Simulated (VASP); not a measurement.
A run of VASP 6.6.1 is set up as follows.

File INCAR:

```
SYSTEM = Si
ALGO = Normal
EDIFF = 1E-6
ENCUT = 520
GGA = PE
ISIF = 2
ISMEAR = 1
LASPH = .TRUE.
LCHARG = .FALSE.
LREAL = .FALSE.
LWAVE = .FALSE.
NBANDS = 11
NELM = 80
PREC = Accurate
SIGMA = 0.01
```

Contents of KPOINTS:

```
k-points
0
G
  10 10 10
  0 0 0
```

File POSCAR:

```
Si
1.0
    0.0000000000      2.7354874751      2.7354874751
    2.7354874751      0.0000000000      2.7354874751
    2.7354874751      2.7354874751      0.0000000000
Si
2
Direct
    0.5000000000      0.5000000000      0.5000000000
    0.7500000000      0.7500000000      0.7500000000
```

Potentials or basis: VASP PAW PBE potentials, release 64 (Si).

Launch:

```bash
$ cat potpaw_PBE.64/Si/POTCAR > POTCAR
$ mpirun -np 1 vasp_std > vasp.out
```

Q: What does it give for the band gap on the k mesh?

A: 0.62 eV, indirect (least direct gap 2.56 eV).

Q: What does it give for the pressure?

A: -0.1 GPa.

A k mesh can miss the band edges.
